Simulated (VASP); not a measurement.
NaH, 8 atoms in the cell. Symmetry: P6_3/mmc, No. 194, hexagonal system. Conventional cell: a = 3.343 Å, b = 3.343 Å, c = 11.373 Å, α = 90.00°, β = 90.00°, γ = 120.00°. Within 3.1 Å of Na (site symmetry 3m) lie 6 H at 2.38 to 2.42 Å and 1 Na at 2.91 Å. Within 3.1 Å of H (site symmetry -3m) lie 6 Na at 2.38 Å. H (site symmetry -6m2) has 6 Na at 2.42 Å within 3.2 Å. 

```yaml
Program: VASP 6.6.1
Task: relaxation of shape and atoms at fixed volume
Functional: PBE
Potentials_or_basis: VASP PAW PBE potentials, release 64 (Na_pv, H)
Cutoff: 500 eV
k_mesh: 12 × 12 × 2
Occupations: gaussian, width 0.02 eV
Spin: no spin polarisation
Dipole_correction: no
Further_INCAR_settings: ALGO = Normal; EDIFF = 1e-07; IBRION = 2; EDIFFG = -0.01; NSW = 50; ISIF = 4
```

Potentials or basis: VASP PAW PBE potentials, release 64 (Na_pv, H).

Command:

```bash
$ cat potpaw_PBE.64/Na_pv/POTCAR potpaw_PBE.64/H/POTCAR > POTCAR
$ mpirun -np 1 vasp_std > vasp.out
```

Hardware: 1 thread of Oxide Virtual Turin-like Processor (shared host).

Question: How long does it take, and how much memory?

Answer: Run time: 52 s on 1 thread of Oxide Virtual Turin-like Processor, with other jobs on the host, peak memory 0.19 GiB. Counts: scf iterations 13, k points 38, ion steps 1.
